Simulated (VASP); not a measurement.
Here is a VASP 6.6.1 calculation.

Contents of INCAR:

```
  ALGO = Normal
  EDIFF = 1E-6
  ENCUT = 520
  GGA = PE
  ISIF = 2
  ISMEAR = 0
  LASPH = True
  LCHARG = False
  LREAL = False
  LWAVE = False
  NBANDS = 18
  NELM = 60
  PREC = Accurate
  SIGMA = 0.1
```

The input KPOINTS:

```
k-points
0
Gamma
  6 6 6
```

Contents of POSCAR:

```
P
1.0
   -2.3180385331      2.3180385331      3.8385055679
    2.3180385331     -2.3180385331      3.8385055679
    2.3180385331      2.3180385331     -3.8385055679
P
4
Direct
    0.3750000000      0.6250000000      0.7500000000
    0.8750000000      0.6250000000      0.2500000000
    0.3750000000      0.1250000000      0.7500000000
    0.3750000000      0.6250000000      0.2500000000
```

Potentials or basis: VASP PAW PBE potentials, release 64 (P).

The run is started by

```console
$ cat potpaw_PBE.64/P/POTCAR > POTCAR
$ mpirun -np 1 vasp_std > vasp.out
```

(1) Estimate the pressure.

(2) Predict the band gap on the k mesh.

Results:

(1) -0.3 GPa.

(2) zero (band 10 reaches 5.97 eV, above the bottom of band 11 at 4.95 eV).
